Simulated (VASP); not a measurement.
# CdSe (P3m1) in VASP: further runs, part 2 of 2

VASP 6.6.1.

## Step 3: Single point, PBE (atom 1 (Cd) moved by (+0.000, +0.300) A along y and z)

The input, INCAR:

```
SYSTEM = CdSe
ALGO = Normal
EDIFF = 1E-6
ENCUT = 520
GGA = PE
ISIF = 2
ISMEAR = 0
LASPH = .True.
LCHARG = .True.
LELF = .True.
LREAL = .False.
LVHAR = .True.
LWAVE = .False.
NBANDS = 26
NELM = 60
PREC = Accurate
SIGMA = 0.05
```

The input, KPOINTS:

```
k-points
0
Gamma
  6 6 4
  0 0 0
```

The input, POSCAR:

```
CdSe
1.0
    4.2984999142      0.0000000000      0.0000000000
   -2.1492499571      3.7226101239      0.0000000000
    0.0000000000      0.0000000000      7.0152000000
Cd Se
2 2
Direct
    0.6666666667      0.3333333333      0.0427642833
    0.3333333333      0.6666666667      0.5000000000
    0.6666666667      0.3333333333      0.3750000000
    0.3333333333      0.6666666667      0.8750000000
```

Potentials or basis: VASP PAW PBE potentials, release 64 (Cd, Se).

On the command line:

```
$ cat potpaw_PBE.64/Cd/POTCAR potpaw_PBE.64/Se/POTCAR > POTCAR
$ mpirun -np 1 vasp_std > vasp.out
```

OUTCAR:

```text
SYSTEM = CdSe
   EDIFF = 1E-6
   ENCUT = 520
   GGA = PE
   ISIF = 2
   ISMEAR = 0
   LASPH = .True.
   LREAL = .False.
   NELM = 60
   PREC = Accurate

 ion  position               nearest neighbor table
   1  0.667  0.333  0.043-   3 2.33   4 2.75   4 2.75   4 2.75
   2  0.333  0.667  0.500-   4 2.63   3 2.63   3 2.63   3 2.63
   3  0.667  0.333  0.375-   1 2.33   2 2.63   2 2.63   2 2.63
   4  0.333  0.667  0.875-   2 2.63   1 2.75   1 2.75   1 2.75

  LATTYP: Found a hexagonal cell.
 ALAT       =     4.2984999142
 C/A-ratio  =     1.6320111993

  Lattice vectors:

 A1 = (   4.2984999142,   0.0000000000,   0.0000000000)
 A2 = (  -2.1492499571,   3.7226101239,   0.0000000000)
 A3 = (   0.0000000000,   0.0000000000,   7.0152000000)

Analysis of symmetry for initial positions (statically):
=====================================================================
 Subroutine PRICEL returns:
 Original cell was already a primitive cell.

 Routine SETGRP: Setting up the symmetry group for a
 hexagonal supercell.

 Subroutine GETGRP returns: Found  6 space group operations
 (whereof  6 operations were pure point group operations)
 out of a pool of 24 trial point group operations.

The static configuration has the point symmetry C_3v.

Analysis of symmetry for dynamics (positions and initial velocities):
=====================================================================
 Subroutine PRICEL returns:
 Original cell was already a primitive cell.

 Routine SETGRP: Setting up the symmetry group for a
 hexagonal supercell.

 Subroutine GETGRP returns: Found  6 space group operations
 (whereof  6 operations were pure point group operations)
 out of a pool of 24 trial point group operations.

The dynamic configuration has the point symmetry C_3v.

 Subroutine INISYM returns: Found  6 space group operations
 (whereof  6 operations are pure point group operations),
 and found     1 'primitive' translations

----------------------------------------------------------------------------------------

                                     Primitive cell

  volume of cell :     112.2547

  direct lattice vectors                    reciprocal lattice vectors
     4.298499914  0.000000000  0.000000000     0.232639297  0.134314361  0.000000000
    -2.149249957  3.722610124  0.000000000     0.000000000  0.268628722  0.000000000
     0.000000000  0.000000000  7.015200000     0.000000000  0.000000000  0.142547611

  length of vectors
     4.298499914  4.298499914  7.015200000     0.268628722  0.268628722  0.142547611

  position of ions in fractional coordinates (direct lattice)
     0.666666667  0.333333333  0.042764283
     0.333333333  0.666666667  0.500000000
     0.666666667  0.333333333  0.375000000
     0.333333333  0.666666667  0.875000000

  ion indices of the primitive-cell ions
   primitive index   ion index
                 1           1
                 2           2
                 3           3
                 4           4

----------------------------------------------------------------------------------------

 KPOINTS: k-points

Automatic generation of k-mesh.
 Grid dimensions read from file:
 generate k-points for:    6    6    4

 Generating k-lattice:

  Cartesian coordinates                     Fractional coordinates (reciprocal lattice)
     0.038773216  0.022385727  0.000000000     0.166666667  0.000000000  0.000000000
     0.000000000  0.044771454  0.000000000     0.000000000  0.166666667  0.000000000
     0.000000000  0.000000000  0.035636903     0.000000000  0.000000000  0.250000000

  Length of vectors
     0.044771454  0.044771454  0.035636903

  Shift w.r.t. Gamma in fractional coordinates (k-lattice)
     0.000000000  0.000000000  0.000000000

 Subroutine IBZKPT returns following result:
 ===========================================

 Found     24 irreducible k-points:

 Following reciprocal coordinates:
            Coordinates               Weight
  0.000000  0.000000  0.000000      1.000000
  0.166667  0.000000  0.000000      6.000000
  0.333333  0.000000  0.000000      6.000000
  0.500000  0.000000  0.000000      3.000000
  0.166667  0.166667  0.000000      6.000000
  0.333333  0.166667  0.000000     12.000000
[... 16 lines left out ...]
  0.333333  0.166667  0.500000     12.000000
  0.333333  0.333333  0.500000      2.000000
   k-points           NKPTS =     24   k-points in BZ     NKDIM =     24   number of bands    NBANDS=     26
   number of dos      NEDOS =    301   number of ions     NIONS =      4
   total plane-waves  NPLWV =  55296
   dimension x,y,z NGX =    32 NGY =   32 NGZ =   54
   dimension x,y,z NGXF=    64 NGYF=   64 NGZF=  108
   ions per type =               2   2
   NGX,Y,Z   is equivalent  to a cutoff of  12.38, 12.38, 12.80 a.u.
   NGXF,Y,Z  is equivalent  to a cutoff of  24.75, 24.75, 25.59 a.u.
 SYSTEM =  CdSe
   PREC   = accura    normal or accurate (medium, high low for compatibility)
   ISTART =      0    job   : 0-new  1-cont  2-samecut
   ICHARG =      2    charge: 1-file 2-atom 10-const
   ISPIN  =      1    spin polarized calculation?
   LNONCOLLINEAR =      F non collinear calculations
   LSORBIT =      F    spin-orbit coupling
   LASPH  =      T    aspherical Exc in radial PAW
   ENCUT  =  520.0 eV  38.22 Ry    6.18 a.u.   7.99  7.99 13.04*2*pi/ulx,y,z
   NELM   =     60;   NELMIN=  2; NELMDL= -5     # of ELM steps
   EDIFF  = 0.1E-05   stopping-criterion for ELM
   LREAL  =      F    real-space projection
   EDIFFG = 0.1E-04   stopping-criterion for IOM
   NSW    =      0    number of steps for IOM
   IBRION =     -1    ionic relax: 0-MD 1-quasi-New 2-CG
   NFREE  =      0    steps in history (QN), initial steepest desc. (CG)
   ISIF   =      2    stress and relaxation
   ISYM   =      2    0-nonsym 1-usesym 2-fastsym
   POTIM  = 0.5000    time-step for ionic-motion
   TEBEG  =    0.0;   TEEND  =   0.0 temperature during run
   PSTRESS=    0.0 pullay stress
   NELECT =      36.0000    total number of electrons
   NUPDOWN=      -1.0000    fix difference up-down
   EMIN   =  10.00;   EMAX   =-10.00  energy-range for DOS
   EFERMI =   0.00;   METHOD = LEGACY
   ISMEAR =     0;   SIGMA  =   0.05  broadening in eV -4-tet -1-fermi 0-gaus
   EFERMI_NEDOS =   21; number of points for ismear=-14 and -15
   IALGO  =     38    algorithm
   IMIX   =      4    mixing-type and parameters
     AMIX     =   0.40;   BMIX     =  1.00
     AMIX_MAG =   1.60;   BMIX_MAG =  1.00
  volume/ion in A,a.u.               =      28.06       189.38
  Fermi-wavevector in a.u.,A,eV,Ry     =   1.120575  2.117579 17.084668  1.255688
  Thomas-Fermi vector in A             =   2.257222
   LORBIT       =      0    0 simple, 1 ext, 2 COOP (PROOUT), +10 PAW based schemes
   GGA     = PE    functional components
   LHFCALC =     F    Hartree Fock is set to
   AEXX    =    0.0000 exact exchange contribution
   IVDW    =     0    specifies the selected vdW correction
   LEPSILON=     F    determine dielectric tensor
   LRPA    =     F    only Hartree local field effects (RPA)
 non-spin polarized calculation
 Gauss-broadening in eV      SIGMA  =   0.05
  energy-cutoff  :      520.00
  volume of cell :      112.25
 maximum number of plane-waves:      3042
   NGX = 15   NGY = 15   NGZ = 27

 number of electron      35.9999995 magnetization

 Free energy of the ion-electron system (eV)
  ---------------------------------------------------
  ext. energy  EPLUGINS =         0.00000000
  ---------------------------------------------------
  free energy    TOTEN  =       -10.48496604 eV

  energy without entropy =      -10.48496604  energy(sigma->0) =      -10.48496604

 E-fermi :   1.3798     XC(G=0):  -8.8908

 val. band max:        1.1542973195   @ k =   0.0000   0.0000   0.0000
 cond. band min:       1.5912559392   @ k =   0.0000   0.0000   0.0000
 fundamental gap:      0.4369586197
 Fermi energy:         1.3797572009

 k-point     1 :       0.0000    0.0000    0.0000
  band No.  band energies     occupation
      1     -12.1486      2.00000
      2     -10.8758      2.00000
      3      -7.2154      2.00000
      4      -7.1774      2.00000
      5      -7.1774      2.00000
      6      -6.8292      2.00000
[... 18 lines left out ...]
     25       8.1305      0.00000
     26       8.7438      0.00000
[... 644 lines left out ...]
      4      -7.0503      2.00000
      5      -6.9504      2.00000
      6      -6.8458      2.00000
[... 18 lines left out ...]
     25       9.5511      0.00000
     26       9.7420      0.00000

------------------------ aborting loop because EDIFF is reached ----------------------------------------

  FORCE on cell =-STRESS in cart. coord.  units (eV):
  Direction    XX          YY          ZZ          XY          YZ          ZX
  --------------------------------------------------------------------------------------
  -------------------------------------------------------------------------------------
  Total        1.2230659      1.2230659      7.4806776      0.0000000      0.0000000      0.0000000
  in kB       17.4564486     17.4564486    106.7694452      0.0000000      0.0000000      0.0000000
  external PRESSURE =      47.2274474 kB  Pullay stress =       0.0000000 kB

 VOLUME and BASIS-vectors are now :
 -----------------------------------------------------------------------------
  energy-cutoff  :      520.00
  volume of cell :      112.25
      direct lattice vectors                 reciprocal lattice vectors
     4.298499914  0.000000000  0.000000000     0.232639297  0.134314361  0.000000000
    -2.149249957  3.722610124  0.000000000     0.000000000  0.268628722  0.000000000
     0.000000000  0.000000000  7.015200000     0.000000000  0.000000000  0.142547611

 POSITION                                       TOTAL-FORCE (eV/Angst)
 -----------------------------------------------------------------------------------
      2.14925      1.24087      0.30000        -0.000000     -0.000000     -3.433011
     -0.00000      2.48174      3.50760         0.000000     -0.000000      0.418455
      2.14925      1.24087      2.63070         0.000000      0.000000      2.571488
     -0.00000      2.48174      6.13830        -0.000000      0.000000      0.443068
 -----------------------------------------------------------------------------------
    total drift:                                0.000000     -0.000000      0.000484

  FREE ENERGIE OF THE ION-ELECTRON SYSTEM (eV)
  ---------------------------------------------------
  free  energy   TOTEN  =       -10.4849660393 eV

  energy  without entropy=      -10.4849660393  energy(sigma->0) =      -10.48496604
```

OSZICAR:

```text
N       E                     dE             d eps       ncg     rms          rms(c)
DAV:   1     0.242411493924E+03    0.24241E+03   -0.16975E+04  1248   0.124E+03
DAV:   2     0.180183086514E+01   -0.24061E+03   -0.23267E+03  1332   0.309E+02
DAV:   3    -0.112057366514E+02   -0.13008E+02   -0.12933E+02  1496   0.716E+01
DAV:   4    -0.113178943543E+02   -0.11216E+00   -0.11203E+00  1376   0.627E+00
DAV:   5    -0.113185590162E+02   -0.66466E-03   -0.66464E-03  1446   0.472E-01    0.960E+00
DAV:   6    -0.105319835338E+02    0.78658E+00   -0.13237E+00  1518   0.115E+01    0.740E+00
DAV:   7    -0.104893149000E+02    0.42669E-01   -0.63297E-01  1376   0.433E+00    0.263E+00
DAV:   8    -0.104849977781E+02    0.43171E-02   -0.78772E-02  1372   0.277E+00    0.441E-01
DAV:   9    -0.104846764826E+02    0.32130E-03   -0.84404E-03  1500   0.106E+00    0.127E-01
DAV:  10    -0.104848430427E+02   -0.16656E-03   -0.91243E-04  1314   0.270E-01    0.757E-02
DAV:  11    -0.104849693143E+02   -0.12627E-03   -0.27700E-04  1338   0.111E-01    0.265E-02
DAV:  12    -0.104849633890E+02    0.59253E-05   -0.38346E-05  1464   0.695E-02    0.982E-03
DAV:  13    -0.104849657726E+02   -0.23836E-05   -0.74190E-06  1292   0.151E-02    0.391E-03
DAV:  14    -0.104849660393E+02   -0.26672E-06   -0.50599E-07  1008   0.508E-03
   1 F= -.10484966E+02 E0= -.10484966E+02  d E =-.390044E-11
```

stdout:

```text
POSCAR found type information on POSCAR CdSe
 POSCAR found :  2 types and       4 ions
 scaLAPACK will be used
 LDA part: xc-table for (Slater+PW92), standard interpolation
 POSCAR, INCAR and KPOINTS ok, starting setup
 FFT: planning ... GRIDC
 FFT: planning ... GRID_SOFT
 FFT: planning ... GRID
 WAVECAR not read
 entering main loop
```

Run time: 51 s. Hardware: 1 thread of Intel Xeon Platinum 8259CL at 2.50GHz (Skylake/Cascade Lake), shared host; peak memory 0.25 GiB.

What came out:

* Free energy: -10.4850 eV
* Pressure: 4.7 GPa
* Largest force: 3.433 eV/Å
* Band gap on the k mesh: 0.44 eV, direct

Forces on the atoms (eV/Å):
```
Cd   0.000  0.000 -3.433
Cd   0.000  0.000  0.418
Se   0.000  0.000  2.571
Se   0.000  0.000  0.443
```

Stress tensor (GPa, compression positive):
```
 1.75  0.00  0.00
 0.00  1.75  0.00
 0.00  0.00 10.68
```

Caveat: the cell differs from its parent crystal (atom 1 (Cd) moved by (+0.000, +0.300) A along y and z); forces of over 1 eV/Å act on the atoms, so gaps and moduli don't describe the material at rest.

## Step 4: Single point, PBE (atom 1 (Cd) moved by (+0.000, -0.150) A along y and z)

The input, INCAR:

```
PREC     = Accurate       # precision mode
ENCUT    = 520            # plane-wave cutoff, eV
EDIFF    = 1E-6           # SCF threshold, eV
ISMEAR   = 0              # smearing method
SIGMA    = 0.05           # smearing width, eV
LREAL    = F              # projectors in reciprocal space
LASPH    = T              # aspherical terms in the spheres
NELM     = 60             # most SCF steps
ALGO     = Normal         # electronic algorithm
ISIF     = 2              # what is computed and relaxed
LWAVE    = F              # write WAVECAR
LCHARG   = F              # write CHGCAR
GGA      = PE             # functional
NBANDS   = 26             # bands
```

The input, KPOINTS:

```
regular mesh
0
Gamma
  6 6 4
```

POSCAR: that of step 3 with these lines changed.

```diff
@@ -8,3 +8,3 @@
 Direct
-    0.6666666667      0.3333333333      0.0427642833
+    0.6666666667      0.3333333333     -0.0213821416
     0.3333333333      0.6666666667      0.5000000000
```

On the command line:

```
$ cat potpaw_PBE.64/Cd/POTCAR potpaw_PBE.64/Se/POTCAR > POTCAR
$ mpirun -np 1 vasp_std > vasp.out
```

It took 51 s on 1 thread of Intel Xeon Platinum 8259CL at 2.50GHz (Skylake/Cascade Lake), shared host; peak memory 0.25 GiB.

The run converged. Its results:

- Free energy: -10.8601 eV
- Pressure: 3.5 GPa
- Largest force: 0.725 eV/Å
- Band gap on the k mesh: 0.65 eV, direct

Forces in eV/Å, atoms in the order of the input:
```
Cd   0.000  0.000  0.725
Cd   0.000  0.000 -0.220
Se   0.000  0.000 -0.400
Se   0.000  0.000 -0.106
```

Stress tensor (GPa, compression positive):
```
4.22 0.00 0.00
0.00 4.22 0.00
0.00 0.00 2.17
```

Levels at points of the mesh, in eV from the valence-band top:
| k point | band 15 | band 16 | band 17 | band 18 | band 19 | band 20 | band 21 | band 22 |
| --- | --- | --- | --- | --- | --- | --- | --- | --- |
| (0.00, 0.00, 0.00) | -0.80 | -0.05 | 0.00 | 0.00 | 0.65 | 2.09 | 5.81 | 5.81 |
| (0.50, 0.00, 0.00) | -2.59 | -1.96 | -1.27 | -0.83 | 3.08 | 3.38 | 4.76 | 6.12 |
| (0.00, 0.00, 0.50) | -0.59 | -0.59 | -0.24 | -0.24 | 2.10 | 2.48 | 5.73 | 5.87 |
| (0.50, 0.00, 0.50) | -1.66 | -1.43 | -1.21 | -1.20 | 2.87 | 3.01 | 4.59 | 4.89 |

Caveat: the cell differs from its parent crystal (atom 1 (Cd) moved by (+0.000, -0.150) A along y and z).

## Step 5: Single point, PBE (atom 1 (Cd) moved by (+0.000, +0.150) A along y and z)

The input, INCAR:

```
SYSTEM = CdSe
  PREC = Accurate
  ENCUT = 520
  EDIFF = 1E-6
  ISMEAR = 0
  SIGMA = 0.05
  LREAL = .False.
  LASPH = .True.
  NELM = 100
  ALGO = Normal
  ISIF = 2
  LWAVE = .False.
  LCHARG = .False.
  GGA = PE
  NBANDS = 26
```

The input, KPOINTS:

```
regular mesh
0
Gamma
  6 6 4
  0 0 0
```

POSCAR: that of step 4 with these lines changed.

```diff
@@ -8,3 +8,3 @@
 Direct
-    0.6666666667      0.3333333333     -0.0213821416
+    0.6666666667      0.3333333333      0.0213821416
     0.3333333333      0.6666666667      0.5000000000
```

On the command line:

```
$ cat potpaw_PBE.64/Cd/POTCAR potpaw_PBE.64/Se/POTCAR > POTCAR
$ mpirun -np 1 vasp_std > vasp.out
```

It took 56 s on 1 thread of Intel Xeon Platinum 8259CL at 2.50GHz (Skylake/Cascade Lake), shared host; peak memory 0.25 GiB.

Results (log left out):

* Free energy: -10.8272 eV
* Pressure: 3.6 GPa
* Largest force: 1.306 eV/Å
* Band gap on the k mesh: 0.59 eV, direct

Forces in eV/Å, atoms in the order of the input:
```
Cd   0.000  0.000 -1.306
Cd   0.000  0.000  0.193
Se   0.000  0.000  0.901
Se   0.000  0.000  0.212
```

Stress tensor (GPa, compression positive):
```
2.42 0.00 0.00
0.00 2.42 0.00
0.00 0.00 6.00
```

Levels at points of the mesh, in eV from the valence-band top:
```csv
k point,band 15,band 16,band 17,band 18,band 19,band 20,band 21,band 22
"(0.00, 0.00, 0.00)",-0.91,-0.17,0.00,0.00,0.59,2.28,5.77,5.77
"(0.50, 0.00, 0.00)",-2.81,-1.96,-1.50,-0.67,3.08,3.40,4.65,6.08
"(0.00, 0.00, 0.50)",-0.67,-0.67,-0.29,-0.29,2.18,2.57,5.80,5.95
"(0.50, 0.00, 0.50)",-1.60,-1.59,-1.38,-1.13,2.74,2.89,4.72,5.05
```

Caveat: the cell differs from its parent crystal (atom 1 (Cd) moved by (+0.000, +0.150) A along y and z); forces of over 1 eV/Å act on the atoms, so gaps and moduli don't describe the material at rest.
